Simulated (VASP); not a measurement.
Input of a VASP 6.6.1 run:

Contents of POSCAR:

```
Nb
1.0
    0.0000000000      2.1150000000      2.1150000000
    2.1150000000      0.0000000000      2.1150000000
    2.1150000000      2.1150000000      0.0000000000
Nb
1
Direct
    0.0000000000      0.0000000000      0.0000000000
```

File INCAR.step1:

```
  PREC = Accurate
  ENCUT = 520
  EDIFF = 1E-5
  ISMEAR = -1
  SIGMA = 0.05
  LREAL = F
  LASPH = T
  NELM = 60
  ALGO = Normal
  ISIF = 2
  LWAVE = T
  LCHARG = F
  GGA = PE
  NBANDS = 12
```

Contents of INCAR.step2:

```
  PREC = Accurate
  ENCUT = 520
  EDIFF = 1E-6
  ISMEAR = -1
  SIGMA = 0.05
  LREAL = F
  LASPH = T
  NELM = 60
  ALGO = Normal
  ISIF = 2
  LWAVE = F
  LCHARG = F
  GGA = PE
  LHFCALC = T
  HFSCREEN = 0.2079
  PRECFOCK = Normal
  ISTART = 1
  NBANDS = 12
```

File KPOINTS:

```
regular mesh
0
Gamma
  6 6 6
```

Potentials or basis: VASP PAW PBE potentials, release 64 (Nb_sv).

The run is started by

```bash
$ cat potpaw_PBE.64/Nb_sv/POTCAR > POTCAR
$ cp INCAR.step1 INCAR
$ mpirun -np 1 vasp_std > vasp.out
$ cp INCAR.step2 INCAR
$ mpirun -np 1 vasp_std > vasp.out
```

Task: What does it give for the pressure?

Result: -2.7 GPa.

Caveat: the k points lie up to 0.43 Å⁻¹ apart; the PAW data sets were made with another functional, which shifts forces and pressure a little.
